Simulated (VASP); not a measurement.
# NaAl3 (I4/mmm) in VASP: a series of runs, part 2 of 2

VASP 6.6.1. Earlier steps stand in the parts before.

## Step 3: Single point, PBE

File INCAR:

```
PREC     = Accurate       # precision mode
ENCUT    = 500            # plane-wave cutoff, eV
EDIFF    = 1E-6           # SCF threshold, eV
ISMEAR   = 0              # smearing method
SIGMA    = 0.1            # smearing width, eV
LREAL    = F              # projectors in reciprocal space
LASPH    = T              # aspherical terms in the spheres
NELM     = 120            # most SCF steps
ALGO     = Normal         # electronic algorithm
ISIF     = 2              # what is computed and relaxed
LWAVE    = F              # write WAVECAR
LCHARG   = T              # write CHGCAR
GGA      = PE             # functional
LELF     = T              # ELF
LVHAR    = T            
NBANDS   = 16             # bands
GGA_COMPAT= F
```

File KPOINTS:

```
regular mesh
0
Gamma
  2 2 2
```

File POSCAR:

```
NaAl3
1.0
   -2.1877210000      2.1877210000      3.9802060000
    2.1877210000     -2.1877210000      3.9802060000
    2.1877210000      2.1877210000     -3.9802060000
Na Al
1 3
Direct
    0.0000000000      0.0000000000      0.0000000000
    0.7500000000      0.2500000000      0.5000000000
    0.2500000000      0.7500000000      0.5000000000
    0.5000000000      0.5000000000      0.0000000000
```

Potentials or basis: VASP PAW PBE potentials, release 64 (Na_pv, Al).

The run is started by

```bash
> cat potpaw_PBE.64/Na_pv/POTCAR potpaw_PBE.64/Al/POTCAR > POTCAR
> mpirun -np 1 vasp_std > vasp.out
```

OUTCAR:

```text
PREC = Accurate
   ENCUT = 500
   EDIFF = 1E-6
   ISMEAR = 0
   LREAL = F
   LASPH = T
   NELM = 120
   ISIF = 2
   GGA = PE

 ion  position               nearest neighbor table
   1  0.000  0.000  0.000-   2 2.96   3 2.96   2 2.96   3 2.96   2 2.96   3 2.96   2 2.96   3 2.96

   2  0.750  0.250  0.500-   4 2.96   1 2.96   1 2.96   4 2.96   1 2.96   4 2.96   4 2.96   1 2.96
                             3 3.09   3 3.09   3 3.09   3 3.09
   3  0.250  0.750  0.500-   1 2.96   4 2.96   1 2.96   4 2.96   1 2.96   4 2.96   1 2.96   4 2.96
                             2 3.09   2 3.09   2 3.09   2 3.09
   4  0.500  0.500  0.000-   3 2.96   2 2.96   2 2.96   3 2.96   2 2.96   3 2.96   3 2.96   2 2.96

  LATTYP: Found a body centered tetragonal cell.
 ALAT       =     4.3754420000
 C/A-ratio  =     1.8193389376

  Lattice vectors:

 A1 = (  -2.1877210000,   2.1877210000,   3.9802060000)
 A2 = (   2.1877210000,  -2.1877210000,   3.9802060000)
 A3 = (   2.1877210000,   2.1877210000,  -3.9802060000)

Analysis of symmetry for initial positions (statically):
=====================================================================
 Subroutine PRICEL returns:
 Original cell was already a primitive cell.

 Routine SETGRP: Setting up the symmetry group for a
 body centered tetragonal supercell.

 Subroutine GETGRP returns: Found 16 space group operations
 (whereof 16 operations were pure point group operations)
 out of a pool of 16 trial point group operations.

The static configuration has the point symmetry D_4h.

Analysis of symmetry for dynamics (positions and initial velocities):
=====================================================================
 Subroutine PRICEL returns:
 Original cell was already a primitive cell.

 Routine SETGRP: Setting up the symmetry group for a
 body centered tetragonal supercell.

 Subroutine GETGRP returns: Found 16 space group operations
 (whereof 16 operations were pure point group operations)
 out of a pool of 16 trial point group operations.

The dynamic configuration has the point symmetry D_4h.

 Subroutine INISYM returns: Found 16 space group operations
 (whereof 16 operations are pure point group operations),
 and found     1 'primitive' translations

----------------------------------------------------------------------------------------

                                     Primitive cell

  volume of cell :      76.1990

  direct lattice vectors                    reciprocal lattice vectors
    -2.187721000  2.187721000  3.980206000     0.000000000  0.228548339  0.125621639
     2.187721000 -2.187721000  3.980206000     0.228548339  0.000000000  0.125621639
     2.187721000  2.187721000 -3.980206000     0.228548339  0.228548339  0.000000000

  length of vectors
     5.041258390  5.041258390  5.041258390     0.260797123  0.260797123  0.323216160

  position of ions in fractional coordinates (direct lattice)
     0.000000000  0.000000000  0.000000000
     0.750000000  0.250000000  0.500000000
     0.250000000  0.750000000  0.500000000
     0.500000000  0.500000000  0.000000000

  ion indices of the primitive-cell ions
   primitive index   ion index
                 1           1
                 2           2
                 3           3
                 4           4

----------------------------------------------------------------------------------------

 KPOINTS: regular mesh

Automatic generation of k-mesh.
 Grid dimensions read from file:
 generate k-points for:    2    2    2

 Generating k-lattice:

  Cartesian coordinates                     Fractional coordinates (reciprocal lattice)
     0.000000000  0.114274169  0.062810819     0.500000000  0.000000000  0.000000000
     0.114274169  0.000000000  0.062810819     0.000000000  0.500000000  0.000000000
     0.114274169  0.114274169  0.000000000     0.000000000  0.000000000  0.500000000

  Length of vectors
     0.130398561  0.130398561  0.161608080

  Shift w.r.t. Gamma in fractional coordinates (k-lattice)
     0.000000000  0.000000000  0.000000000

 Subroutine IBZKPT returns following result:
 ===========================================

 Found      4 irreducible k-points:

 Following reciprocal coordinates:
            Coordinates               Weight
  0.000000  0.000000  0.000000      1.000000
  0.500000  0.000000  0.000000      4.000000
  0.500000  0.500000  0.000000      2.000000
  0.500000  0.500000  0.500000      1.000000
   k-points           NKPTS =      4   k-points in BZ     NKDIM =      4   number of bands    NBANDS=     16
   number of dos      NEDOS =    301   number of ions     NIONS =      4
   total plane-waves  NPLWV =  64000
   dimension x,y,z NGX =    40 NGY =   40 NGZ =   40
   dimension x,y,z NGXF=    80 NGYF=   80 NGZF=   80
   ions per type =               1   3
   NGX,Y,Z   is equivalent  to a cutoff of  13.19, 13.19, 13.19 a.u.
   NGXF,Y,Z  is equivalent  to a cutoff of  26.38, 26.38, 26.38 a.u.
 SYSTEM =  unknown system
   PREC   = accura    normal or accurate (medium, high low for compatibility)
   ISTART =      0    job   : 0-new  1-cont  2-samecut
   ICHARG =      2    charge: 1-file 2-atom 10-const
   ISPIN  =      1    spin polarized calculation?
   LNONCOLLINEAR =      F non collinear calculations
   LSORBIT =      F    spin-orbit coupling
   LASPH  =      T    aspherical Exc in radial PAW
   ENCUT  =  500.0 eV  36.75 Ry    6.06 a.u.   9.19  9.19  9.19*2*pi/ulx,y,z
   NELM   =    120;   NELMIN=  2; NELMDL= -5     # of ELM steps
   EDIFF  = 0.1E-05   stopping-criterion for ELM
   LREAL  =      F    real-space projection
[... 7 lines left out ...]
   TEBEG  =    0.0;   TEEND  =   0.0 temperature during run
   PSTRESS=    0.0 pullay stress
   NELECT =      16.0000    total number of electrons
   NUPDOWN=      -1.0000    fix difference up-down
   EMIN   =  10.00;   EMAX   =-10.00  energy-range for DOS
   EFERMI =   0.00;   METHOD = LEGACY
   ISMEAR =     0;   SIGMA  =   0.10  broadening in eV -4-tet -1-fermi 0-gaus
   EFERMI_NEDOS =   21; number of points for ismear=-14 and -15
   IALGO  =     38    algorithm
   IMIX   =      4    mixing-type and parameters
     AMIX     =   0.40;   BMIX     =  1.00
     AMIX_MAG =   1.60;   BMIX_MAG =  1.00
  volume/ion in A,a.u.               =      19.05       128.55
  Fermi-wavevector in a.u.,A,eV,Ry     =   0.973042  1.838783 12.882148  0.946811
  Thomas-Fermi vector in A             =   2.103390
   LORBIT       =      0    0 simple, 1 ext, 2 COOP (PROOUT), +10 PAW based schemes
   GGA     = PE    functional components
   LHFCALC =     F    Hartree Fock is set to
   AEXX    =    0.0000 exact exchange contribution
   IVDW    =     0    specifies the selected vdW correction
   LEPSILON=     F    determine dielectric tensor
   LRPA    =     F    only Hartree local field effects (RPA)
 non-spin polarized calculation
 Gauss-broadening in eV      SIGMA  =   0.10
  energy-cutoff  :      500.00
  volume of cell :       76.20
 maximum number of plane-waves:      1952
 NGX is ok and might be reduce to    40
   NGX = 19   NGY = 19   NGZ = 19

 number of electron      16.0000004 magnetization

 Free energy of the ion-electron system (eV)
  ---------------------------------------------------
  ext. energy  EPLUGINS =         0.00000000
  ---------------------------------------------------
  free energy    TOTEN  =       -11.19168425 eV

  energy without entropy =      -11.16920778  energy(sigma->0) =      -11.18044601

 E-fermi :   5.2805     XC(G=0):  -9.4175

 val. band max:        5.2327737888   @ k =   0.5000   0.0000   0.0000
 cond. band min:       5.5893341354   @ k =   0.0000   0.0000   0.0000
 fundamental gap:      0.3565603466
 Fermi energy:         5.2804720795

 k-point     1 :       0.0000    0.0000    0.0000
  band No.  band energies     occupation
      1     -18.5822      2.00000
      2     -18.5536      2.00000
      3     -18.5536      2.00000
      4      -3.6898      2.00000
      5       4.4860      2.00000
      6       5.0038      1.99991
[... 8 lines left out ...]
     15      10.8176      0.00000
     16      11.2340      0.00000

 k-point     2 :       0.5000    0.0000    0.0000
  band No.  band energies     occupation
      1     -18.5834      2.00000
      2     -18.5606      2.00000
      3     -18.5534      2.00000
      4      -1.5836      2.00000
      5      -0.8458      2.00000
      6       3.3647      2.00000
[... 8 lines left out ...]
     15      11.2980      0.00000
     16      12.8518      0.00000

 k-point     3 :       0.5000    0.5000    0.0000
  band No.  band energies     occupation
      1     -18.5826      2.00000
      2     -18.5605      2.00000
      3     -18.5590      2.00000
      4      -0.0903      2.00000
      5      -0.0217      2.00000
      6       1.5256      2.00000
[... 8 lines left out ...]
     15      14.4993      0.00000
     16      14.6131      0.00000

 k-point     4 :       0.5000    0.5000    0.5000
  band No.  band energies     occupation
      1     -18.5861      2.00000
      2     -18.5543      2.00000
      3     -18.5543      2.00000
      4      -1.8311      2.00000
      5      -0.9080      2.00000
      6       3.5521      2.00000
[... 8 lines left out ...]
     15      12.4378      0.00000
     16      12.4537      0.00000

------------------------ aborting loop because EDIFF is reached ----------------------------------------

  FORCE on cell =-STRESS in cart. coord.  units (eV):
  Direction    XX          YY          ZZ          XY          YZ          ZX
  --------------------------------------------------------------------------------------
  -------------------------------------------------------------------------------------
  Total       -1.9864760     -1.9864760      3.1554195      0.0000000     -0.0000000     -0.0000000
  in kB      -41.7680776    -41.7680776     66.3465388      0.0000000     -0.0000000     -0.0000000
  external PRESSURE =      -5.7298722 kB  Pullay stress =       0.0000000 kB

 VOLUME and BASIS-vectors are now :
 -----------------------------------------------------------------------------
  energy-cutoff  :      500.00
  volume of cell :       76.20
      direct lattice vectors                 reciprocal lattice vectors
    -2.187721000  2.187721000  3.980206000     0.000000000  0.228548339  0.125621639
     2.187721000 -2.187721000  3.980206000     0.228548339  0.000000000  0.125621639
     2.187721000  2.187721000 -3.980206000     0.228548339  0.228548339  0.000000000

 POSITION                                       TOTAL-FORCE (eV/Angst)
 -----------------------------------------------------------------------------------
      0.00000      0.00000      0.00000         0.000000      0.000000     -0.000000
      0.00000      2.18772      1.99010         0.000000      0.000000      0.000000
      2.18772      0.00000      1.99010        -0.000000     -0.000000      0.000000
      0.00000      0.00000      3.98021         0.000000      0.000000     -0.000000
 -----------------------------------------------------------------------------------
    total drift:                               -0.000000     -0.000000     -0.000000

  FREE ENERGIE OF THE ION-ELECTRON SYSTEM (eV)
  ---------------------------------------------------
  free  energy   TOTEN  =       -11.1916842456 eV

  energy  without entropy=      -11.1692077770  energy(sigma->0) =      -11.18044601
```

Run time: 7.6 s. Hardware: 1 thread of Intel Xeon Platinum 8375C at 2.90GHz (Ice Lake), shared host; peak memory 0.22 GiB.

Results:

- Free energy: -11.1917 eV
- Pressure: -0.6 GPa
- Band gap on the k mesh: zero (bands 8 and 9 overlap by 1.14 eV)

Stress tensor (GPa, compression positive):
```
-4.18  0.00  0.00
 0.00 -4.18  0.00
 0.00  0.00  6.63
```

Levels at points of the mesh, in eV from the Fermi level:
```csv
k point,band 5,band 6,band 7,band 8,band 9,band 10,band 11,band 12
"(0.00, 0.00, 0.00)",-0.79,-0.28,-0.28,0.31,0.34,0.80,1.05,1.05
"(0.50, 0.00, 0.00)",-6.13,-1.92,-1.84,-0.05,1.06,1.34,2.49,4.67
"(0.50, 0.50, 0.00)",-5.30,-3.75,-3.10,-2.48,-0.83,2.55,4.02,4.43
"(0.50, 0.50, 0.50)",-6.19,-1.73,-1.73,-1.70,0.72,5.63,6.14,6.14
```

Caveat: the k points lie up to 0.82 Å⁻¹ apart, too coarse for converged energies and pressures of a metal.
